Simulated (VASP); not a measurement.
# GaN (CsCl type) (Pm-3m) in VASP: further runs

GaN (CsCl type) is run at these levels: PBE; tasks: single point, relaxation of cell and atoms.

Everything below comes from runs of VASP 6.6.1. Logs are shortened: lines on timing, memory, paths and dates and some standing lists are left out, and cuts for length are marked.

## Step 1: The cell of the first run

Symmetry: Pm-3m, No. 221, cubic system. Conventional cell: a = 2.477 Å, b = 2.477 Å, c = 2.477 Å, α = 90.00°, β = 90.00°, γ = 90.00°. Within 2.8 Å of Ga (site symmetry m-3m) lie 8 N at 2.15 Å and 6 Ga at 2.48 Å. Within 2.8 Å of N (site symmetry m-3m) lie 8 Ga at 2.15 Å and 6 N at 2.48 Å.

## Step 2: Single point, PBE

INCAR reads:

```
SYSTEM = GaN
  ALGO = Normal
  EDIFF = 1E-6
  ENCUT = 520
  GGA = PE
  ISIF = 2
  ISMEAR = -1
  LASPH = .TRUE.
  LCHARG = .FALSE.
  LREAL = .FALSE.
  LWAVE = .FALSE.
  NBANDS = 16
  NELM = 100
  PREC = Accurate
  SIGMA = 0.1
```

KPOINTS reads:

```
k-points
0
G
  15 15 15
  0 0 0
```

POSCAR reads:

```
GaN
1.0
    2.4772556240      0.0000000000      0.0000000000
    0.0000000000      2.4772556240      0.0000000000
    0.0000000000      0.0000000000      2.4772556240
Ga N
1 1
Direct
    0.0000000000      0.0000000000      0.0000000000
    0.5000000000      0.5000000000      0.5000000000
```

Potentials or basis: VASP PAW PBE potentials, release 64 (Ga_d, N).

Run with:

```sh
> cat potpaw_PBE.64/Ga_d/POTCAR potpaw_PBE.64/N/POTCAR > POTCAR
> mpirun -np 1 vasp_std > vasp.out
```

OUTCAR:

```text
SYSTEM = GaN
   EDIFF = 1E-6
   ENCUT = 520
   GGA = PE
   ISIF = 2
   ISMEAR = -1
   LASPH = .TRUE.
   LREAL = .FALSE.
   NELM = 100
   PREC = Accurate

 ion  position               nearest neighbor table
   1  0.000  0.000  0.000-   2 2.15   2 2.15   2 2.15   2 2.15   2 2.15   2 2.15   2 2.15   2 2.15

   2  0.500  0.500  0.500-   1 2.15   1 2.15   1 2.15   1 2.15   1 2.15   1 2.15   1 2.15   1 2.15

  LATTYP: Found a simple cubic cell.
 ALAT       =     2.4772556240

  Lattice vectors:

 A1 = (   2.4772556240,   0.0000000000,   0.0000000000)
 A2 = (   0.0000000000,   2.4772556240,   0.0000000000)
 A3 = (   0.0000000000,   0.0000000000,   2.4772556240)

Analysis of symmetry for initial positions (statically):
=====================================================================
 Subroutine PRICEL returns:
 Original cell was already a primitive cell.

 Routine SETGRP: Setting up the symmetry group for a
 simple cubic supercell.

 Subroutine GETGRP returns: Found 48 space group operations
 (whereof 48 operations were pure point group operations)
 out of a pool of 48 trial point group operations.

The static configuration has the point symmetry O_h .

Analysis of symmetry for dynamics (positions and initial velocities):
=====================================================================
 Subroutine PRICEL returns:
 Original cell was already a primitive cell.

 Routine SETGRP: Setting up the symmetry group for a
 simple cubic supercell.

 Subroutine GETGRP returns: Found 48 space group operations
 (whereof 48 operations were pure point group operations)
 out of a pool of 48 trial point group operations.

The dynamic configuration has the point symmetry O_h .

 Subroutine INISYM returns: Found 48 space group operations
 (whereof 48 operations are pure point group operations),
 and found     1 'primitive' translations

----------------------------------------------------------------------------------------

                                     Primitive cell

  volume of cell :      15.2024

  direct lattice vectors                    reciprocal lattice vectors
     2.477255624  0.000000000  0.000000000     0.403672512  0.000000000  0.000000000
     0.000000000  2.477255624  0.000000000     0.000000000  0.403672512  0.000000000
     0.000000000  0.000000000  2.477255624     0.000000000  0.000000000  0.403672512

  length of vectors
     2.477255624  2.477255624  2.477255624     0.403672512  0.403672512  0.403672512

  position of ions in fractional coordinates (direct lattice)
     0.000000000  0.000000000  0.000000000
     0.500000000  0.500000000  0.500000000

  ion indices of the primitive-cell ions
   primitive index   ion index
                 1           1
                 2           2

----------------------------------------------------------------------------------------

 KPOINTS: k-points

Automatic generation of k-mesh.
 Grid dimensions read from file:
 generate k-points for:   15   15   15

 Generating k-lattice:

  Cartesian coordinates                     Fractional coordinates (reciprocal lattice)
     0.026911501  0.000000000  0.000000000     0.066666667  0.000000000  0.000000000
     0.000000000  0.026911501  0.000000000     0.000000000  0.066666667  0.000000000
     0.000000000  0.000000000  0.026911501     0.000000000  0.000000000  0.066666667

  Length of vectors
     0.026911501  0.026911501  0.026911501

  Shift w.r.t. Gamma in fractional coordinates (k-lattice)
     0.000000000  0.000000000  0.000000000

 Subroutine IBZKPT returns following result:
 ===========================================

 Found    120 irreducible k-points:

 Following reciprocal coordinates:
            Coordinates               Weight
  0.000000  0.000000  0.000000      1.000000
  0.066667  0.000000  0.000000      6.000000
  0.133333  0.000000  0.000000      6.000000
  0.200000  0.000000  0.000000      6.000000
  0.266667  0.000000  0.000000      6.000000
  0.333333  0.000000  0.000000      6.000000
[... 16 lines left out ...]
  0.266667  0.200000  0.000000     24.000000
  0.333333  0.200000  0.000000     24.000000
 [... further k-points ...]
   k-points           NKPTS =    120   k-points in BZ     NKDIM =    120   number of bands    NBANDS=     16
   number of dos      NEDOS =    301   number of ions     NIONS =      2
   total plane-waves  NPLWV =   5832
   dimension x,y,z NGX =    18 NGY =   18 NGZ =   18
   dimension x,y,z NGXF=    36 NGYF=   36 NGZF=   36
   ions per type =               1   1
   NGX,Y,Z   is equivalent  to a cutoff of  12.08, 12.08, 12.08 a.u.
   NGXF,Y,Z  is equivalent  to a cutoff of  24.16, 24.16, 24.16 a.u.
 SYSTEM =  GaN
   PREC   = accura    normal or accurate (medium, high low for compatibility)
   ISTART =      0    job   : 0-new  1-cont  2-samecut
   ICHARG =      2    charge: 1-file 2-atom 10-const
   ISPIN  =      1    spin polarized calculation?
   LNONCOLLINEAR =      F non collinear calculations
   LSORBIT =      F    spin-orbit coupling
   LASPH  =      T    aspherical Exc in radial PAW
   ENCUT  =  520.0 eV  38.22 Ry    6.18 a.u.   4.61  4.61  4.61*2*pi/ulx,y,z
   NELM   =    100;   NELMIN=  2; NELMDL= -5     # of ELM steps
   EDIFF  = 0.1E-05   stopping-criterion for ELM
   LREAL  =      F    real-space projection
   EDIFFG = 0.1E-04   stopping-criterion for IOM
   NSW    =      0    number of steps for IOM
   IBRION =     -1    ionic relax: 0-MD 1-quasi-New 2-CG
   NFREE  =      0    steps in history (QN), initial steepest desc. (CG)
   ISIF   =      2    stress and relaxation
   ISYM   =      2    0-nonsym 1-usesym 2-fastsym
   POTIM  = 0.5000    time-step for ionic-motion
   TEBEG  =    0.0;   TEEND  =   0.0 temperature during run
   PSTRESS=    0.0 pullay stress
   NELECT =      18.0000    total number of electrons
   NUPDOWN=      -1.0000    fix difference up-down
   EMIN   =  10.00;   EMAX   =-10.00  energy-range for DOS
   EFERMI =   0.00;   METHOD = LEGACY
   ISMEAR =    -1;   SIGMA  =   0.10  broadening in eV -4-tet -1-fermi 0-gaus
   EFERMI_NEDOS =   21; number of points for ismear=-14 and -15
   IALGO  =     38    algorithm
   IMIX   =      4    mixing-type and parameters
     AMIX     =   0.40;   BMIX     =  1.00
     AMIX_MAG =   1.60;   BMIX_MAG =  1.00
  volume/ion in A,a.u.               =       7.60        51.30
  Fermi-wavevector in a.u.,A,eV,Ry     =   1.731921  3.272857 40.811379  2.999552
  Thomas-Fermi vector in A             =   2.806196
   LORBIT       =      0    0 simple, 1 ext, 2 COOP (PROOUT), +10 PAW based schemes
   GGA     = PE    functional components
   LHFCALC =     F    Hartree Fock is set to
   AEXX    =    0.0000 exact exchange contribution
   IVDW    =     0    specifies the selected vdW correction
   LEPSILON=     F    determine dielectric tensor
   LRPA    =     F    only Hartree local field effects (RPA)
 non-spin polarized calculation
  energy-cutoff  :      520.00
  volume of cell :       15.20
 maximum number of plane-waves:       437
   NGX =  9   NGY =  9   NGZ =  9

 number of electron      18.0000009 magnetization

 Free energy of the ion-electron system (eV)
  ---------------------------------------------------
  ext. energy  EPLUGINS =         0.00000000
  ---------------------------------------------------
  free energy    TOTEN  =        -7.75613199 eV

  energy without entropy =       -7.72949365  energy(sigma->0) =       -7.74281282

 E-fermi :  12.1558     XC(G=0): -14.5213

 val. band max:       12.0920765201   @ k =   0.4000   0.4000   0.1333
 cond. band min:      12.1569181065   @ k =   0.4000   0.2000   0.0000
 fundamental gap:      0.0648415864
 Fermi energy:        12.1557889693

 k-point     1 :       0.0000    0.0000    0.0000
  band No.  band energies     occupation
      1      -8.5064      2.00000
      2      -4.1812      2.00000
      3      -4.1812      2.00000
      4      -3.1385      2.00000
      5      -3.1385      2.00000
      6      -3.1385      2.00000
[... 8 lines left out ...]
     15      29.9549      0.00000
     16      43.2519      0.00000

 k-point     2 :       0.0667    0.0000    0.0000
  band No.  band energies     occupation
      1      -8.4141      2.00000
      2      -4.1763      2.00000
      3      -4.1579      2.00000
      4      -3.1568      2.00000
      5      -3.1568      2.00000
      6      -3.1370      2.00000
[... 8 lines left out ...]
     15      30.0296      0.00000
     16      41.3839      0.00000

 k-point     3 :       0.1333    0.0000    0.0000
  band No.  band energies     occupation
      1      -8.1400      2.00000
      2      -4.1625      2.00000
      3      -4.0930      2.00000
      4      -3.2081      2.00000
      5      -3.2081      2.00000
      6      -3.1331      2.00000
[... 8 lines left out ...]
     15      30.4645      0.00000
     16      38.8132      0.00000

 k-point     4 :       0.2000    0.0000    0.0000
  band No.  band energies     occupation
      1      -7.6939      2.00000
      2      -4.1421      2.00000
      3      -4.0005      2.00000
      4      -3.2823      2.00000
      5      -3.2823      2.00000
      6      -3.1272      2.00000
[... 8 lines left out ...]
     15      31.6549      0.00000
     16      36.3845      0.00000
[... 324 lines left out ...]
 k-point    22 :       0.2000    0.2000    0.0000
  band No.  band energies     occupation
      1      -6.9714      2.00000
      2      -4.0506      2.00000
      3      -3.8467      2.00000
      4      -3.3445      2.00000
      5      -3.2853      2.00000
      6      -3.2291      2.00000
[... 8 lines left out ...]
     15      33.7935      0.00000
     16      35.5730      0.00000

 k-point    23 :       0.2667    0.2000    0.0000
  band No.  band energies     occupation
      1      -6.4714      2.00000
      2      -4.0271      2.00000
      3      -3.7407      2.00000
      4      -3.3415      2.00000
      5      -3.3162      2.00000
      6      -3.2338      2.00000
[... 8 lines left out ...]
     15      34.9241      0.00000
     16      35.5423      0.00000

 k-point    24 :       0.3333    0.2000    0.0000
  band No.  band energies     occupation
      1      -5.9347      2.00000
      2      -4.0094      2.00000
      3      -3.6722      2.00000
      4      -3.4078      2.00000
      5      -3.2245      2.00000
      6      -3.1712      2.00000
[... 8 lines left out ...]
     15      34.7963      0.00000
     16      36.4350      0.00000

 [... further k-points ...]
[... 5 lines left out ...]
  --------------------------------------------------------------------------------------
  -------------------------------------------------------------------------------------
  Total        8.8112550      8.8112550      8.8112550      0.0000000      0.0000000      0.0000000
  in kB      928.6154011    928.6154011    928.6154011      0.0000000      0.0000000      0.0000000
  external PRESSURE =     928.6154011 kB  Pullay stress =       0.0000000 kB

 VOLUME and BASIS-vectors are now :
 -----------------------------------------------------------------------------
  energy-cutoff  :      520.00
  volume of cell :       15.20
      direct lattice vectors                 reciprocal lattice vectors
     2.477255624  0.000000000  0.000000000     0.403672512  0.000000000  0.000000000
     0.000000000  2.477255624  0.000000000     0.000000000  0.403672512  0.000000000
     0.000000000  0.000000000  2.477255624     0.000000000  0.000000000  0.403672512

 POSITION                                       TOTAL-FORCE (eV/Angst)
 -----------------------------------------------------------------------------------
      0.00000      0.00000      0.00000         0.000000      0.000000      0.000000
      1.23863      1.23863      1.23863         0.000000      0.000000      0.000000
 -----------------------------------------------------------------------------------
    total drift:                                0.000000     -0.000000      0.000000

  FREE ENERGIE OF THE ION-ELECTRON SYSTEM (eV)
  ---------------------------------------------------
  free  energy   TOTEN  =        -7.7561319891 eV

  energy  without entropy=       -7.7294936543  energy(sigma->0) =       -7.74281282
```

Wall time 14 s (1 thread of Intel Xeon Platinum 8559C (Emerald Rapids), shared host); peak memory 0.14 GiB.

What came out:

* Free energy: -7.7561 eV
* Pressure: 92.9 GPa
* Band gap on the k mesh: zero (band 9 reaches 12.40 eV, above the bottom of band 10 at 10.78 eV)

[end of part 1 of 2]
